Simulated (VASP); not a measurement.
Crystal: Bi3F.

```xyz
4
Lattice="3.7652 0.0000 0.0000 0.0000 3.7652 0.0000 0.0000 0.0000 7.2711" Properties=species:S:1:pos:R:3 pbc="T T T"
Bi    1.8826    1.8826    1.7199
Bi    1.8826    1.8826    5.5512
Bi    0.0000    0.0000    3.6356
F     0.0000    0.0000    0.0000
```

* Program: VASP 6.6.1
* Task: relaxation of cell and atoms
* Functional: PBE
* Potentials or basis: VASP PAW PBE potentials, release 64 (Bi_d, F)
* Cutoff: 600 eV
* k mesh: 4 × 4 × 4
* Occupations: gaussian, width 0.1 eV
* Spin: no spin polarisation

At the start: pressure 0.5 GPa; volume 25.77 Å³/atom.

Q: Where does the relaxation end?

A: Over 15 steps the energy falls by 33.3 meV/atom and the volume is 26.24 Å³/atom (+1.8 %); space group P4/mmm (No. 123, to 0.05 Å).

The path:
| step | energy change (eV) | largest force (eV/Å) | pressure (GPa) | volume (Å³) |
| --- | --- | --- | --- | --- |
| 1 | 0.0000 | 0.5774 | 0.51 | 103.08 |
| 2 | -0.0668 | 0.3365 | -0.49 | 104.28 |
| 3 | -0.1040 | 0.0871 | -1.10 | 105.58 |
| 4 | -0.0787 | 0.7085 | -1.27 | 107.99 |
| 5 | -0.1123 | 0.0384 | -1.16 | 106.15 |
| 6 | -0.1145 | 0.1829 | -1.27 | 106.93 |
| 7 | -0.1155 | 0.0499 | -1.22 | 106.55 |
| 8 | -0.1203 | 0.2992 | 0.99 | 102.79 |
| 9 | -0.1277 | 0.1762 | -0.03 | 104.37 |
| 10 | -0.1308 | 0.0726 | 0.09 | 104.19 |
| 11 | -0.1317 | 0.0117 | 0.21 | 104.03 |
| 12 | -0.1326 | 0.0243 | -0.05 | 104.74 |
| 13 | -0.1325 | 0.0305 | -0.19 | 105.15 |
| 14 | -0.1326 | 0.0257 | -0.15 | 104.95 |
| 15 | -0.1331 | 0.0030 | -0.02 | 104.94 |

Final structure:
```cif
data_structure
_symmetry_space_group_name_H-M 'P 1'
_symmetry_Int_Tables_number 1
_cell_length_a 3.9448
_cell_length_b 3.9448
_cell_length_c 6.7438
_cell_angle_alpha 90.000
_cell_angle_beta 90.000
_cell_angle_gamma 90.000
_cell_volume 104.94
loop_
_atom_site_label
_atom_site_type_symbol
_atom_site_fract_x
_atom_site_fract_y
_atom_site_fract_z
_atom_site_occupancy
Bi1 Bi 0.50000 0.50000 0.22796 1
Bi2 Bi 0.50000 0.50000 0.77204 1
Bi3 Bi 0.00000 0.00000 0.50000 1
F1 F 0.00000 0.00000 0.00000 1
```

Caveat: the k points lie up to 0.40 Å⁻¹ apart in the final cell.
